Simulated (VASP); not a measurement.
# MnO (P6_3mc) in VASP: further runs, part 2 of 3

VASP 6.6.1. Earlier steps stand in the parts before.

## (4) Single point, PBE+D3(BJ)+U, collinear spin, ferromagnetic start (13.72 Å³/atom)

This run uses another cell than the first one, of 13.72 Å³/atom.

INCAR

```
PREC = Accurate
ENCUT = 520
EDIFF = 1E-6
ISMEAR = 0
SIGMA = 0.05
LREAL = False
LASPH = True
NELM = 150
ALGO = Normal
ISIF = 2
LWAVE = False
LCHARG = False
ISPIN = 2
MAGMOM = 4.5 4.5 0.14 0.14
LORBIT = 11
LMAXMIX = 4
LDAU = True
LDAUTYPE = 2
LDAUL = 2 -1
LDAUU = 3.9 0
LDAUJ = 0 0
LDAUPRINT = 1
GGA = PE
IVDW = 12
NBANDS = 31
```

KPOINTS

```
Automatic mesh
0
Gamma
  8 8 4
```

POSCAR

```
MnO
1.0
    3.4378181701      0.0000000000      0.0000000000
   -1.7189090851      2.9772378689      0.0000000000
    0.0000000000      0.0000000000      5.3625060926
Mn O
2 2
Direct
    0.3333333333      0.6666666667     -0.0014879476
    0.6666666667      0.3333333333      0.4985120524
    0.3333333333      0.6666666667      0.3879179476
    0.6666666667      0.3333333333      0.8879179476
```

Potentials or basis: VASP PAW PBE potentials, release 64 (Mn_pv, O).

Run with:

```
> cat potpaw_PBE.64/Mn_pv/POTCAR potpaw_PBE.64/O/POTCAR > POTCAR
> mpirun -np 1 vasp_std > vasp.out
```

OUTCAR:

```text
PREC = Accurate
   ENCUT = 520
   EDIFF = 1E-6
   ISMEAR = 0
   LREAL = False
   LASPH = True
   NELM = 150
   ISIF = 2
   ISPIN = 2
   LORBIT = 11
   GGA = PE
   IVDW = 12
 IVDW          = 12

 ion  position               nearest neighbor table
   1  0.333  0.667  0.999-   4 2.07   4 2.07   4 2.07   3 2.09
   2  0.667  0.333  0.499-   3 2.07   3 2.07   3 2.07   4 2.09
   3  0.333  0.667  0.388-   2 2.07   2 2.07   2 2.07   1 2.09
   4  0.667  0.333  0.888-   1 2.07   1 2.07   1 2.07   2 2.09

  LATTYP: Found a hexagonal cell.
 ALAT       =     3.4378181701
[... 1940 lines left out ...]
  volume of cell :       54.89
      direct lattice vectors                 reciprocal lattice vectors
     3.437818170  0.000000000  0.000000000     0.290882167  0.167940898  0.000000000
    -1.718909085  2.977237869  0.000000000     0.000000000  0.335881795  0.000000000
     0.000000000  0.000000000  5.362506093     0.000000000  0.000000000  0.186479975

 POSITION                                       TOTAL-FORCE (eV/Angst)
 -----------------------------------------------------------------------------------
     -0.00000      1.98483      5.35453         0.000000      0.000000     -0.020753
      1.71891      0.99241      2.67327        -0.000000      0.000000     -0.020753
     -0.00000      1.98483      2.08021        -0.000000      0.000000      0.020753
      1.71891      0.99241      4.76147         0.000000     -0.000000      0.020753
 -----------------------------------------------------------------------------------
    total drift:                               -0.000000      0.000000      0.002847

  FREE ENERGIE OF THE ION-ELECTRON SYSTEM (eV)
  ---------------------------------------------------
  free  energy   TOTEN  =       -31.8118408728 eV

  energy  without entropy=      -31.8117287023  energy(sigma->0) =      -31.81178479

 total charge

# of ion       s       p       d       tot
------------------------------------------
    1        0.234   6.215   4.942  11.391
    2        0.234   6.215   4.942  11.391
    3        1.552   3.467   0.000   5.019
    4        1.552   3.467   0.000   5.019
--------------------------------------------------
tot          3.571  19.363   9.885  32.819

 magnetization (x)

# of ion       s       p       d       tot
------------------------------------------
    1        0.036   0.052   4.510   4.598
    2        0.036   0.052   4.510   4.598
    3        0.013   0.095   0.000   0.108
    4        0.013   0.095   0.000   0.108
--------------------------------------------------
tot          0.099   0.293   9.020   9.413
```

OSZICAR:

```text
N       E                     dE             d eps       ncg     rms          rms(c)
DAV:   1     0.458102788411E+03    0.45810E+03   -0.21353E+04  3720   0.145E+03
DAV:   2     0.424554570126E+01   -0.45386E+03   -0.42057E+03  3818   0.435E+02
DAV:   3    -0.327586946661E+02   -0.37004E+02   -0.36368E+02  4266   0.133E+02
DAV:   4    -0.333348972517E+02   -0.57620E+00   -0.57577E+00  3888   0.178E+01
DAV:   5    -0.333411239525E+02   -0.62267E-02   -0.62265E-02  4266   0.191E+00    0.210E+01
DAV:   6    -0.301835518439E+02    0.31576E+01   -0.24768E+01  4581   0.455E+01    0.194E+01
DAV:   7    -0.308154866018E+02   -0.63193E+00   -0.28214E+00  3734   0.182E+01    0.117E+01
DAV:   8    -0.308036718731E+02    0.11815E-01   -0.49176E-01  4091   0.475E+00    0.756E+00
DAV:   9    -0.308248330353E+02   -0.21161E-01   -0.71879E-02  3895   0.261E+00    0.991E-01
DAV:  10    -0.308244917206E+02    0.34131E-03   -0.20222E-02  3909   0.135E+00    0.232E-01
DAV:  11    -0.308251082548E+02   -0.61653E-03   -0.17090E-03  4007   0.309E-01    0.136E-01
DAV:  12    -0.308253762806E+02   -0.26803E-03   -0.11905E-04  3972   0.114E-01    0.466E-02
DAV:  13    -0.308254861019E+02   -0.10982E-03   -0.98307E-05  3776   0.579E-02    0.219E-02
DAV:  14    -0.308254902388E+02   -0.41369E-05   -0.42020E-06  4033   0.160E-02    0.889E-03
DAV:  15    -0.308254926534E+02   -0.24145E-05   -0.53199E-06  3733   0.121E-02    0.843E-03
DAV:  16    -0.308254929891E+02   -0.33568E-06   -0.32233E-07  2431   0.411E-03
   1 F= -.31811841E+02 E0= -.31811785E+02  d E =-.112170E-03  mag=    10.0000
```

Wall time 2.9 min (1 thread of Intel Xeon 8259CL, shared host); peak memory 0.24 GiB.

Results:

| Item | Value |
| --- | --- |
| Free energy | -31.8118 eV |
| Pressure | 2.0 GPa |
| Largest force | 0.021 eV/Å |
| Band gap on the k mesh | zero (filled and empty bands touch) |
| Net moment | 10.00 μB per cell |
| Site moments | Mn +4.60; O +0.11 μB |
| Valence electrons inside the program's atomic spheres | Mn 11.39; O 5.02 |
| Dispersion energy per atom | -0.247 eV |

Forces in eV/Å, atoms in the order of the input:
```
Mn   0.000  0.000 -0.021
Mn   0.000  0.000 -0.021
O    0.000  0.000  0.021
O    0.000  0.000  0.021
```

Levels at points of the mesh, in eV from the Fermi level:
Spin up:
| k point | band 21 | band 22 | band 23 | band 24 | band 25 | band 26 | band 27 | band 28 |
| --- | --- | --- | --- | --- | --- | --- | --- | --- |
| (0.00, 0.00, 0.00) | -0.78 | -0.62 | -0.34 | 0.00 | 0.00 | 4.41 | 6.31 | 11.75 |
| (0.50, 0.00, 0.00) | -2.46 | -2.31 | -1.09 | -1.03 | 4.68 | 5.01 | 6.49 | 7.95 |
| (0.00, 0.00, 0.50) | -0.39 | -0.39 | -0.39 | -0.39 | 1.99 | 1.99 | 9.11 | 9.11 |
| (0.50, 0.00, 0.50) | -1.57 | -1.57 | -1.28 | -1.28 | 4.49 | 4.49 | 6.91 | 6.91 |
Spin down:
| k point | band 12 | band 13 | band 14 | band 15 | band 16 | band 17 |
| --- | --- | --- | --- | --- | --- | --- |
| (0.00, 0.00, 0.00) | -3.70 | -3.70 | -3.38 | 0.63 | 3.53 | 3.53 |
| (0.50, 0.00, 0.00) | -3.71 | -3.55 | -3.51 | 2.28 | 2.96 | 3.19 |
| (0.00, 0.00, 0.50) | -3.71 | -3.71 | -3.71 | 2.73 | 2.73 | 4.08 |
| (0.50, 0.00, 0.50) | -3.62 | -3.61 | -3.61 | 2.87 | 2.87 | 3.93 |

Eigenvalues of the final occupation matrices:
```
    site  spin  trace               eigenvalues
site 1 d     1   4.74  0.95 0.95 0.95 0.95 0.95
site 1 d     2   0.22  0.02 0.02 0.06 0.06 0.06
site 2 d     1   4.74  0.95 0.95 0.95 0.95 0.95
site 2 d     2   0.22  0.02 0.02 0.06 0.06 0.06
```

Caveat: the run started ferromagnetic, and an antiferromagnetic order may lie lower in energy. The state reached can hang on the start; a lower one may exist.

## (5) Single point, PBEsol+U, collinear spin, ferromagnetic start (13.77 Å³/atom)

This run uses another cell than the first one, of 13.77 Å³/atom.

INCAR

```
SYSTEM = MnO
PREC     = Accurate       ! precision mode
ENCUT    = 520            ! plane-wave cutoff, eV
EDIFF    = 1E-6           ! SCF threshold, eV
ISMEAR   = 0              ! smearing method
SIGMA    = 0.05           ! smearing width, eV
LREAL    = .FALSE.        ! projectors in reciprocal space
LASPH    = .TRUE.         ! aspherical terms in the spheres
NELM     = 150            ! most SCF steps
ALGO     = Normal         ! electronic algorithm
ISIF     = 2              ! what is computed and relaxed
LWAVE    = .FALSE.        ! write WAVECAR
LCHARG   = .FALSE.        ! write CHGCAR
ISPIN    = 2              ! spin polarisation
MAGMOM   = 4.49 4.49 0.13 0.13 ! initial moments
LORBIT   = 11             ! projections on sites
LMAXMIX  = 4              ! l up to which the mixer works
LDAU     = .TRUE.         ! DFT+U
LDAUTYPE = 2            
LDAUL    = 2 -1           ! shell
LDAUU    = 3.9 0          ! U, eV
LDAUJ    = 0 0          
LDAUPRINT= 1            
GGA      = PS             ! functional
NBANDS   = 31             ! bands
```

KPOINTS

```
Automatic mesh
0
G
  8 8 4
  0 0 0
```

POSCAR

```
MnO
1.0
    3.4440287298      0.0000000000      0.0000000000
   -1.7220143649      2.9826163714      0.0000000000
    0.0000000000      0.0000000000      5.3612117130
Mn O
2 2
Direct
    0.3333333333      0.6666666667     -0.0017963106
    0.6666666667      0.3333333333      0.4982036894
    0.3333333333      0.6666666667      0.3882263106
    0.6666666667      0.3333333333      0.8882263106
```

Potentials or basis: VASP PAW PBE potentials, release 64 (Mn_pv, O).

Run with:

```
> cat potpaw_PBE.64/Mn_pv/POTCAR potpaw_PBE.64/O/POTCAR > POTCAR
> mpirun -np 1 vasp_std > vasp.out
```

OUTCAR:

```text
SYSTEM = MnO
   PREC = Accurate
   ENCUT = 520
   EDIFF = 1E-6
   ISMEAR = 0
   LREAL = .FALSE.
   LASPH = .TRUE.
   NELM = 150
   ISIF = 2
   ISPIN = 2
   LORBIT = 11
   GGA = PS

 ion  position               nearest neighbor table
   1  0.333  0.667  0.998-   4 2.07   4 2.07   4 2.07   3 2.09
   2  0.667  0.333  0.498-   3 2.07   3 2.07   3 2.07   4 2.09
   3  0.333  0.667  0.388-   2 2.07   2 2.07   2 2.07   1 2.09
   4  0.667  0.333  0.888-   1 2.07   1 2.07   1 2.07   2 2.09

  LATTYP: Found a hexagonal cell.
 ALAT       =     3.4440287298
 C/A-ratio  =     1.5566686963

  Lattice vectors:

 A1 = (   3.4440287298,   0.0000000000,   0.0000000000)
 A2 = (  -1.7220143649,   2.9826163714,   0.0000000000)
 A3 = (   0.0000000000,   0.0000000000,   5.3612117130)

Analysis of symmetry for initial positions (statically):
=====================================================================
 Subroutine PRICEL returns:
 Original cell was already a primitive cell.

 Routine SETGRP: Setting up the symmetry group for a
 hexagonal supercell.

 Subroutine GETGRP returns: Found 12 space group operations
 (whereof  6 operations were pure point group operations)
 out of a pool of 24 trial point group operations.

The static configuration has the point symmetry C_3v.
 The point group associated with its full space group is C_6v.

Analysis of symmetry for dynamics (positions and initial velocities):
=====================================================================
 Subroutine PRICEL returns:
 Original cell was already a primitive cell.

 Routine SETGRP: Setting up the symmetry group for a
 hexagonal supercell.

 Subroutine GETGRP returns: Found 12 space group operations
 (whereof  6 operations were pure point group operations)
 out of a pool of 24 trial point group operations.

[... 230 lines left out ...]

 number of electron      38.0000009 magnetization       9.9999809

 Free energy of the ion-electron system (eV)
  ---------------------------------------------------
  ext. energy  EPLUGINS =         0.00000000
  ---------------------------------------------------
  free energy    TOTEN  =       -32.21540597 eV

  energy without entropy =      -32.21529397  energy(sigma->0) =      -32.21534997

 E-fermi :   4.6303     XC(G=0): -10.5877

 val. band max:        4.6301424743   @ k =   0.0000   0.0000   0.0000
 cond. band min:       5.0686597045   @ k =   0.1250   0.0000   0.0000
 fundamental gap:      0.4385172302
 Fermi energy:         4.6303035949

 spin component 1

 k-point     1 :       0.0000    0.0000    0.0000
  band No.  band energies     occupation
      1     -45.0165      1.00000
      2     -44.9846      1.00000
      3     -44.9716      1.00000
      4     -44.9716      1.00000
      5     -44.9659      1.00000
      6     -44.9659      1.00000
[... 1625 lines left out ...]
     30      17.0723      0.00000
     31      18.1326      0.00000

 [... further k-points ...]

------------------------ aborting loop because EDIFF is reached ----------------------------------------

  FORCE on cell =-STRESS in cart. coord.  units (eV):
  Direction    XX          YY          ZZ          XY          YZ          ZX
  --------------------------------------------------------------------------------------
  -------------------------------------------------------------------------------------
  Total       -0.0579966     -0.0579966     -0.1278292      0.0000000      0.0000000      0.0000000
  in kB       -1.6872764     -1.6872764     -3.7188922      0.0000000      0.0000000      0.0000000
  external PRESSURE =      -2.3644817 kB  Pullay stress =       0.0000000 kB

 VOLUME and BASIS-vectors are now :
 -----------------------------------------------------------------------------
  energy-cutoff  :      520.00
  volume of cell :       55.07
      direct lattice vectors                 reciprocal lattice vectors
     3.444028730  0.000000000  0.000000000     0.290357624  0.167638053  0.000000000
    -1.722014365  2.982616371  0.000000000     0.000000000  0.335276105  0.000000000
     0.000000000  0.000000000  5.361211713     0.000000000  0.000000000  0.186524997

 POSITION                                       TOTAL-FORCE (eV/Angst)
 -----------------------------------------------------------------------------------
     -0.00000      1.98841      5.35158        -0.000000     -0.000000     -0.010059
      1.72201      0.99421      2.67098         0.000000      0.000000     -0.010059
     -0.00000      1.98841      2.08136         0.000000      0.000000      0.010059
      1.72201      0.99421      4.76197         0.000000      0.000000      0.010059
 -----------------------------------------------------------------------------------
    total drift:                               -0.000000      0.000000      0.003487

  FREE ENERGIE OF THE ION-ELECTRON SYSTEM (eV)
  ---------------------------------------------------
  free  energy   TOTEN  =       -32.2154059715 eV

  energy  without entropy=      -32.2152939667  energy(sigma->0) =      -32.21534997

 total charge

# of ion       s       p       d       tot
------------------------------------------
    1        0.237   6.217   4.937  11.391
    2        0.237   6.217   4.937  11.391
    3        1.547   3.444   0.000   4.991
    4        1.547   3.444   0.000   4.991
--------------------------------------------------
tot          3.567  19.323   9.875  32.765

 magnetization (x)

# of ion       s       p       d       tot
------------------------------------------
    1        0.036   0.052   4.504   4.592
    2        0.036   0.052   4.504   4.592
    3        0.013   0.087   0.000   0.100
    4        0.013   0.087   0.000   0.100
--------------------------------------------------
tot          0.097   0.279   9.007   9.383
```

stdout:

```text
POSCAR found type information on POSCAR MnO
 POSCAR found :  2 types and       4 ions
 scaLAPACK will be used
 -----------------------------------------------------------------------------
|                                                                             |
|                                                                             |
|     You enforced a specific xc type in the INCAR file but a different       |
|     I HOPE YOU KNOW WHAT YOU ARE DOING!                                     |
|                                                                             |
 -----------------------------------------------------------------------------

 LDA part: xc-table for (Slater+PW92), standard interpolation
 POSCAR, INCAR and KPOINTS ok, starting setup
 FFT: planning ... GRIDC
 FFT: planning ... GRID_SOFT
 FFT: planning ... GRID
 WAVECAR not read
 entering main loop
```

Wall time 2.8 min (1 thread of Intel Xeon 8259CL, shared host); peak memory 0.24 GiB.

What came out:

* Free energy: -32.2154 eV
* Pressure: -0.2 GPa
* Largest force: 0.010 eV/Å
* Band gap on the k mesh: zero (filled and empty bands touch)
* Net moment: 10.00 μB per cell
* Site moments: Mn +4.59; O +0.10 μB
* Valence electrons inside the program's atomic spheres: Mn 11.39; O 4.99

Forces in eV/Å, atoms in the order of the input:
```
Mn   0.000  0.000 -0.010
Mn   0.000  0.000 -0.010
O    0.000  0.000  0.010
O    0.000  0.000  0.010
```

Eigenvalues of the final occupation matrices:
| site | spin | trace | eigenvalues |
| --- | --- | --- | --- |
| site 1 d | 1 | 4.74 | 0.94 0.94 0.95 0.95 0.95 |
| site 1 d | 2 | 0.22 | 0.02 0.02 0.06 0.06 0.06 |
| site 2 d | 1 | 4.74 | 0.94 0.94 0.95 0.95 0.95 |
| site 2 d | 2 | 0.22 | 0.02 0.02 0.06 0.06 0.06 |

Caveat: the PAW data sets were made with another functional, which shifts forces and pressure a little; the run started ferromagnetic, and an antiferromagnetic order may lie lower in energy. The state reached can hang on the start; a lower one may exist.

(Continued in part 3 of 3.)

The gap in the log of VASP goes by the Fermi energy; the results here count the filled bands.